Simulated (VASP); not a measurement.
# Si3Sn (Pm-3m) in VASP: further runs

Si3Sn is run at these levels: PBE; tasks: single point, relaxation of cell and atoms.

Program: VASP 6.6.1. These are calculated values, not measurements. Logs are shortened: lines on timing, memory, paths and dates and some standing lists are left out, and cuts for length are marked.

## Step 1: The cell of the first run

The structure is cubic, space group Pm-3m (No. 221). Conventional cell: a = 4.196 Å, b = 4.196 Å, c = 4.196 Å, α = 90.00°, β = 90.00°, γ = 90.00°. Si (site symmetry 4/mmm) has 8 Si at 2.97 Å and 4 Sn at 2.97 Å within 3.9 Å. Within 3.9 Å of Sn (site symmetry m-3m) lie 12 Si at 2.97 Å.

## Step 2: Single point, PBE

File INCAR:

```
PREC     = Accurate       # precision mode
ENCUT    = 520            # plane-wave cutoff, eV
EDIFF    = 1E-6           # SCF threshold, eV
ISMEAR   = 0              # smearing method
SIGMA    = 0.1            # smearing width, eV
LREAL    = F              # projectors in reciprocal space
LASPH    = T              # aspherical terms in the spheres
NELM     = 100            # most SCF steps
ALGO     = Normal         # electronic algorithm
ISIF     = 2              # what is computed and relaxed
LWAVE    = F              # write WAVECAR
LCHARG   = F              # write CHGCAR
GGA      = PE             # functional
NBANDS   = 21             # bands
```

File KPOINTS:

```
regular mesh
0
Gamma
  6 6 6
```

File POSCAR:

```
Si3Sn
1.0
    4.1962577408      0.0000000000      0.0000000000
    0.0000000000      4.1962577408      0.0000000000
    0.0000000000      0.0000000000      4.1962577408
Si Sn
3 1
Direct
    0.0000000000      0.5000000000      0.5000000000
    0.5000000000      0.0000000000      0.5000000000
    0.5000000000      0.5000000000      0.0000000000
    0.0000000000      0.0000000000      0.0000000000
```

Potentials or basis: VASP PAW PBE potentials, release 64 (Si, Sn_d).

Started as:

```bash
$ cat potpaw_PBE.64/Si/POTCAR potpaw_PBE.64/Sn_d/POTCAR > POTCAR
$ mpirun -np 1 vasp_std > vasp.out
```

OUTCAR:

```text
PREC = Accurate
   ENCUT = 520
   EDIFF = 1E-6
   ISMEAR = 0
   LREAL = F
   LASPH = T
   NELM = 100
   ISIF = 2
   GGA = PE

 ion  position               nearest neighbor table
   1  0.000  0.500  0.500-   2 2.97   3 2.97   4 2.97   3 2.97   4 2.97   2 2.97   4 2.97   4 2.97
                             2 2.97   3 2.97   3 2.97   2 2.97
   2  0.500  0.000  0.500-   1 2.97   3 2.97   4 2.97   3 2.97   4 2.97   1 2.97   3 2.97   3 2.97
                             1 2.97   4 2.97   4 2.97   1 2.97
   3  0.500  0.500  0.000-   1 2.97   2 2.97   4 2.97   1 2.97   2 2.97   2 2.97   4 2.97   2 2.97
                             1 2.97   4 2.97   1 2.97   4 2.97
   4  0.000  0.000  0.000-   1 2.97   2 2.97   3 2.97   1 2.97   2 2.97   1 2.97   3 2.97   1 2.97
                             2 2.97   3 2.97   2 2.97   3 2.97

  LATTYP: Found a simple cubic cell.
 ALAT       =     4.1962577408

  Lattice vectors:

 A1 = (   4.1962577408,   0.0000000000,   0.0000000000)
 A2 = (   0.0000000000,   4.1962577408,   0.0000000000)
 A3 = (   0.0000000000,   0.0000000000,   4.1962577408)

Analysis of symmetry for initial positions (statically):
=====================================================================
 Subroutine PRICEL returns:
 Original cell was already a primitive cell.

 Routine SETGRP: Setting up the symmetry group for a
 simple cubic supercell.

 Subroutine GETGRP returns: Found 48 space group operations
 (whereof 48 operations were pure point group operations)
 out of a pool of 48 trial point group operations.

The static configuration has the point symmetry O_h .

Analysis of symmetry for dynamics (positions and initial velocities):
=====================================================================
 Subroutine PRICEL returns:
 Original cell was already a primitive cell.

 Routine SETGRP: Setting up the symmetry group for a
 simple cubic supercell.

 Subroutine GETGRP returns: Found 48 space group operations
 (whereof 48 operations were pure point group operations)
 out of a pool of 48 trial point group operations.

The dynamic configuration has the point symmetry O_h .

 Subroutine INISYM returns: Found 48 space group operations
 (whereof 48 operations are pure point group operations),
 and found     1 'primitive' translations

----------------------------------------------------------------------------------------

                                     Primitive cell

  volume of cell :      73.8901

  direct lattice vectors                    reciprocal lattice vectors
     4.196257741  0.000000000  0.000000000     0.238307574  0.000000000  0.000000000
     0.000000000  4.196257741  0.000000000     0.000000000  0.238307574  0.000000000
     0.000000000  0.000000000  4.196257741     0.000000000  0.000000000  0.238307574

  length of vectors
     4.196257741  4.196257741  4.196257741     0.238307574  0.238307574  0.238307574

  position of ions in fractional coordinates (direct lattice)
     0.000000000  0.500000000  0.500000000
     0.500000000  0.000000000  0.500000000
     0.500000000  0.500000000  0.000000000
     0.000000000  0.000000000  0.000000000

  ion indices of the primitive-cell ions
   primitive index   ion index
                 1           1
                 2           2
                 3           3
                 4           4

----------------------------------------------------------------------------------------

 KPOINTS: regular mesh

Automatic generation of k-mesh.
 Grid dimensions read from file:
 generate k-points for:    6    6    6

 Generating k-lattice:

  Cartesian coordinates                     Fractional coordinates (reciprocal lattice)
     0.039717929  0.000000000  0.000000000     0.166666667  0.000000000  0.000000000
     0.000000000  0.039717929  0.000000000     0.000000000  0.166666667  0.000000000
     0.000000000  0.000000000  0.039717929     0.000000000  0.000000000  0.166666667

  Length of vectors
     0.039717929  0.039717929  0.039717929

  Shift w.r.t. Gamma in fractional coordinates (k-lattice)
     0.000000000  0.000000000  0.000000000

 Subroutine IBZKPT returns following result:
 ===========================================

 Found     20 irreducible k-points:

 Following reciprocal coordinates:
            Coordinates               Weight
  0.000000  0.000000  0.000000      1.000000
  0.166667  0.000000  0.000000      6.000000
  0.333333  0.000000  0.000000      6.000000
  0.500000  0.000000  0.000000      3.000000
  0.166667  0.166667  0.000000     12.000000
  0.333333  0.166667  0.000000     24.000000
[... 12 lines left out ...]
  0.500000  0.500000  0.333333      6.000000
  0.500000  0.500000  0.500000      1.000000
   k-points           NKPTS =     20   k-points in BZ     NKDIM =     20   number of bands    NBANDS=     21
   number of dos      NEDOS =    301   number of ions     NIONS =      4
   total plane-waves  NPLWV =  32768
   dimension x,y,z NGX =    32 NGY =   32 NGZ =   32
   dimension x,y,z NGXF=    64 NGYF=   64 NGZF=   64
   ions per type =               3   1
   NGX,Y,Z   is equivalent  to a cutoff of  12.68, 12.68, 12.68 a.u.
   NGXF,Y,Z  is equivalent  to a cutoff of  25.36, 25.36, 25.36 a.u.
 SYSTEM =  unknown system
   PREC   = accura    normal or accurate (medium, high low for compatibility)
   ISTART =      0    job   : 0-new  1-cont  2-samecut
   ICHARG =      2    charge: 1-file 2-atom 10-const
   ISPIN  =      1    spin polarized calculation?
   LNONCOLLINEAR =      F non collinear calculations
   LSORBIT =      F    spin-orbit coupling
   LASPH  =      T    aspherical Exc in radial PAW
   ENCUT  =  520.0 eV  38.22 Ry    6.18 a.u.   7.80  7.80  7.80*2*pi/ulx,y,z
   NELM   =    100;   NELMIN=  2; NELMDL= -5     # of ELM steps
   EDIFF  = 0.1E-05   stopping-criterion for ELM
   LREAL  =      F    real-space projection
   EDIFFG = 0.1E-04   stopping-criterion for IOM
   NSW    =      0    number of steps for IOM
   IBRION =     -1    ionic relax: 0-MD 1-quasi-New 2-CG
   NFREE  =      0    steps in history (QN), initial steepest desc. (CG)
   ISIF   =      2    stress and relaxation
   ISYM   =      2    0-nonsym 1-usesym 2-fastsym
   POTIM  = 0.5000    time-step for ionic-motion
   TEBEG  =    0.0;   TEEND  =   0.0 temperature during run
   PSTRESS=    0.0 pullay stress
   NELECT =      26.0000    total number of electrons
   NUPDOWN=      -1.0000    fix difference up-down
   EMIN   =  10.00;   EMAX   =-10.00  energy-range for DOS
   EFERMI =   0.00;   METHOD = LEGACY
   ISMEAR =     0;   SIGMA  =   0.10  broadening in eV -4-tet -1-fermi 0-gaus
   EFERMI_NEDOS =   21; number of points for ismear=-14 and -15
   IALGO  =     38    algorithm
   IMIX   =      4    mixing-type and parameters
     AMIX     =   0.40;   BMIX     =  1.00
     AMIX_MAG =   1.60;   BMIX_MAG =  1.00
  volume/ion in A,a.u.               =      18.47       124.66
  Fermi-wavevector in a.u.,A,eV,Ry     =   1.155767  2.184084 18.174640  1.335798
  Thomas-Fermi vector in A             =   2.292393
   LORBIT       =      0    0 simple, 1 ext, 2 COOP (PROOUT), +10 PAW based schemes
   GGA     = PE    functional components
   LHFCALC =     F    Hartree Fock is set to
   AEXX    =    0.0000 exact exchange contribution
   IVDW    =     0    specifies the selected vdW correction
   LEPSILON=     F    determine dielectric tensor
   LRPA    =     F    only Hartree local field effects (RPA)
 non-spin polarized calculation
 Gauss-broadening in eV      SIGMA  =   0.10
  energy-cutoff  :      520.00
  volume of cell :       73.89
 maximum number of plane-waves:      2008
 NGX is ok and might be reduce to    32
   NGX = 15   NGY = 15   NGZ = 15

 number of electron      25.9999989 magnetization

 Free energy of the ion-electron system (eV)
  ---------------------------------------------------
  ext. energy  EPLUGINS =         0.00000000
  ---------------------------------------------------
  free energy    TOTEN  =       -17.59506710 eV

  energy without entropy =      -17.58361398  energy(sigma->0) =      -17.58934054

 E-fermi :   8.7703     XC(G=0): -10.7561

 val. band max:        8.7298921986   @ k =   0.5000   0.1667   0.1667
 cond. band min:       8.8062024055   @ k =   0.3333   0.3333   0.0000
 fundamental gap:      0.0763102070
 Fermi energy:         8.7703162322

 k-point     1 :       0.0000    0.0000    0.0000
  band No.  band energies     occupation
      1     -12.7541      2.00000
      2     -12.7541      2.00000
      3     -12.7389      2.00000
      4     -12.7389      2.00000
      5     -12.7389      2.00000
      6      -4.0373      2.00000
[... 13 lines left out ...]
     20      13.8990      0.00000
     21      13.8990      0.00000

 k-point     2 :       0.1667    0.0000    0.0000
  band No.  band energies     occupation
      1     -12.7536      2.00000
      2     -12.7486      2.00000
      3     -12.7410      2.00000
      4     -12.7410      2.00000
      5     -12.7387      2.00000
      6      -3.8020      2.00000
[... 13 lines left out ...]
     20      15.0484      0.00000
     21      15.8155      0.00000

 k-point     3 :       0.3333    0.0000    0.0000
  band No.  band energies     occupation
      1     -12.7525      2.00000
      2     -12.7452      2.00000
      3     -12.7452      2.00000
      4     -12.7384      2.00000
      5     -12.7376      2.00000
      6      -3.0963      2.00000
[... 13 lines left out ...]
     20      14.9911      0.00000
     21      14.9911      0.00000
[... 361 lines left out ...]
 k-point    19 :       0.5000    0.5000    0.3333
  band No.  band energies     occupation
      1     -12.7588      2.00000
      2     -12.7554      2.00000
      3     -12.7554      2.00000
      4     -12.7240      2.00000
      5     -12.7185      2.00000
      6       1.0030      2.00000
[... 13 lines left out ...]
     20      16.5742      0.00000
     21      16.5742      0.00000

 k-point    20 :       0.5000    0.5000    0.5000
  band No.  band energies     occupation
      1     -12.7584      2.00000
      2     -12.7584      2.00000
      3     -12.7584      2.00000
      4     -12.7183      2.00000
      5     -12.7183      2.00000
      6       1.7018      2.00000
[... 13 lines left out ...]
     20      17.4238      0.00000
     21      17.4238      0.00000

------------------------ aborting loop because EDIFF is reached ----------------------------------------

  FORCE on cell =-STRESS in cart. coord.  units (eV):
  Direction    XX          YY          ZZ          XY          YZ          ZX
  --------------------------------------------------------------------------------------
  -------------------------------------------------------------------------------------
  Total       -0.0215501     -0.0215501     -0.0215501      0.0000000      0.0000000     -0.0000000
  in kB       -0.4672751     -0.4672751     -0.4672751      0.0000000      0.0000000     -0.0000000
  external PRESSURE =      -0.4672751 kB  Pullay stress =       0.0000000 kB

 VOLUME and BASIS-vectors are now :
 -----------------------------------------------------------------------------
  energy-cutoff  :      520.00
  volume of cell :       73.89
      direct lattice vectors                 reciprocal lattice vectors
     4.196257741  0.000000000  0.000000000     0.238307574  0.000000000  0.000000000
     0.000000000  4.196257741  0.000000000     0.000000000  0.238307574  0.000000000
     0.000000000  0.000000000  4.196257741     0.000000000  0.000000000  0.238307574

 POSITION                                       TOTAL-FORCE (eV/Angst)
 -----------------------------------------------------------------------------------
      0.00000      2.09813      2.09813         0.000000      0.000000      0.000000
      2.09813      0.00000      2.09813         0.000000      0.000000      0.000000
      2.09813      2.09813      0.00000         0.000000      0.000000      0.000000
      0.00000      0.00000      0.00000         0.000000      0.000000      0.000000
 -----------------------------------------------------------------------------------
    total drift:                                0.000000      0.000000     -0.000000

  FREE ENERGIE OF THE ION-ELECTRON SYSTEM (eV)
  ---------------------------------------------------
  free  energy   TOTEN  =       -17.5950670983 eV

  energy  without entropy=      -17.5836139783  energy(sigma->0) =      -17.58934054
```

Run time: 8.1 s. Hardware: 1 thread of Intel Xeon 6975P-C (Granite Rapids), shared host; peak memory 0.18 GiB.

What came out:

* Free energy: -17.5951 eV
* Pressure: 0.0 GPa
* Band gap on the k mesh: zero (band 13 reaches 10.87 eV, above the bottom of band 14 at 8.01 eV)

Caveat: spin-orbit coupling is left out, which moves the levels of the heavy elements.

## Step 3: Relaxation of cell and atoms, PBE

This run uses another cell than the first one, of 9.75 Å³/atom, 0.528 times its volume.

File INCAR:

```
SYSTEM = Si3Sn
PREC = Accurate
ENCUT = 600
EDIFF = 1E-6
ISMEAR = 0
SIGMA = 0.1
LREAL = .FALSE.
LASPH = .TRUE.
NELM = 60
ALGO = Normal
ISIF = 3
LWAVE = .FALSE.
LCHARG = .FALSE.
GGA = PE
IBRION = 2
NSW = 100
EDIFFG = -0.05
```

File KPOINTS:

```
Automatic mesh
0
G
  6 6 6
  0 0 0
```

File POSCAR:

```
Si3Sn
1.0
    3.3915564296      0.0000000000      0.0000000000
    0.0000000000      3.3915564296      0.0000000000
    0.0000000000      0.0000000000      3.3915564296
Si Sn
3 1
Direct
    0.0000000000      0.5000000000      0.5000000000
    0.5000000000      0.0000000000      0.5000000000
    0.5000000000      0.5000000000      0.0000000000
    0.0000000000      0.0000000000      0.0000000000
```

Potentials or basis: VASP PAW PBE potentials, release 64 (Si, Sn_d).

Started as:

```bash
$ cat potpaw_PBE.64/Si/POTCAR potpaw_PBE.64/Sn_d/POTCAR > POTCAR
$ mpirun -np 1 vasp_std > vasp.out
```

Run time: 21 s. Hardware: 1 thread of Intel Xeon 6975P-C (Granite Rapids), shared host; peak memory 0.16 GiB.

The run converged. Its results:

```yaml
Free_energy: -17.5872 eV
Relaxed_volume: 18.52 Å³/atom
Relaxed_cell: a = 4.200 Å, b = 4.200 Å, c = 4.200 Å, α = 90.00°, β = 90.00°, γ = 90.00°
Space_group_after_relaxing_to_0.05_Å: Pm-3m (No. 221)
Energy_gained_by_relaxing: 2703.5 meV/atom
Ionic_steps: 4
Pressure_after_relaxing: -0.2 GPa
Band_gap_on_the_k_mesh: zero (band 13 reaches 10.84 eV, above the bottom of band 14 at 7.99 eV)
```

The path:
```
step  energy change (eV)  largest force (eV/Å)  pressure (GPa)  volume (Å³)
   1              0.0000                0.0000          176.53        39.01
   2             -6.9911                0.0000          -10.85       136.57
   3            -10.8106                0.0000           -1.03        74.95
   4            -10.8141                0.0000           -0.22        74.07
```

Final structure:
```
Si Sn
1.0
     4.19966    0.00000    0.00000
     0.00000    4.19966    0.00000
     0.00000    0.00000    4.19966
Si Sn
3 1
Direct
  0.00000 0.50000 0.50000
  0.50000 0.00000 0.50000
  0.50000 0.50000 0.00000
  0.00000 0.00000 0.00000
```

Levels at points of the mesh, in eV from the Fermi level:
```tsv
k point	band 10	band 11	band 12	band 13	band 14	band 15	band 16	band 17
(0.00, 0.00, 0.00)	-4.45	-4.45	-4.09	2.09	2.09	2.09	3.19	3.19
(0.50, 0.00, 0.00)	-2.39	-2.39	-2.30	-2.30	-0.75	-0.74	4.47	4.57
(0.50, 0.50, 0.00)	-0.52	-0.42	-0.42	-0.40	-0.34	-0.34	0.08	0.33
(0.50, 0.50, 0.50)	-5.82	-5.82	-5.82	-5.56	6.12	6.12	6.12	6.51
```

Caveat: the volume moved by over 15 % at a fixed basis, so the end points are rough; spin-orbit coupling is left out, which moves the levels of the heavy elements.
